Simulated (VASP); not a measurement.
Here is a VASP 6.6.1 calculation.

Contents of POSCAR:

```
Mg
1.0
    0.0000000000      2.2442560000      2.2442560000
    2.2442560000      0.0000000000      2.2442560000
    2.2442560000      2.2442560000      0.0000000000
Mg
1
Direct
    0.0000000000      0.0000000000      0.0000000000
```

Contents of INCAR.step1:

```
SYSTEM = Mg
ALGO = Normal
EDIFF = 1E-4
ENCUT = 520
GGA = PE
ISMEAR = 0
LASPH = .True.
LCHARG = .False.
LREAL = .False.
LWAVE = .True.
NBANDS = 7
NELM = 80
PREC = Accurate
SIGMA = 0.15
```

Contents of INCAR.step2:

```
SYSTEM = Mg
ALGO = Normal
EDIFF = 1E-6
ENCUT = 520
ISIF = 2
ISMEAR = 0
ISTART = 1
LASPH = .True.
LCHARG = .False.
LMIXTAU = .True.
LREAL = .False.
LWAVE = .False.
METAGGA = R2SCAN
NBANDS = 7
NELM = 80
PREC = Accurate
SIGMA = 0.15
```

File KPOINTS:

```
k-points
0
Gamma
  20 20 20
  0 0 0
```

Potentials or basis: VASP PAW PBE potentials, release 64 (Mg).

Run with:

```sh
$ cat potpaw_PBE.64/Mg/POTCAR > POTCAR
$ cp INCAR.step1 INCAR
$ mpirun -np 1 vasp_std > vasp.out
$ cp INCAR.step2 INCAR
$ mpirun -np 1 vasp_std > vasp.out
```

Estimate the pressure.

0.0 GPa.

Predict the band gap on the k mesh.

zero (band 1 reaches 4.23 eV, above the bottom of band 2 at 1.47 eV).

Caveat: the PAW data sets were made with another functional, which shifts forces and pressure a little.
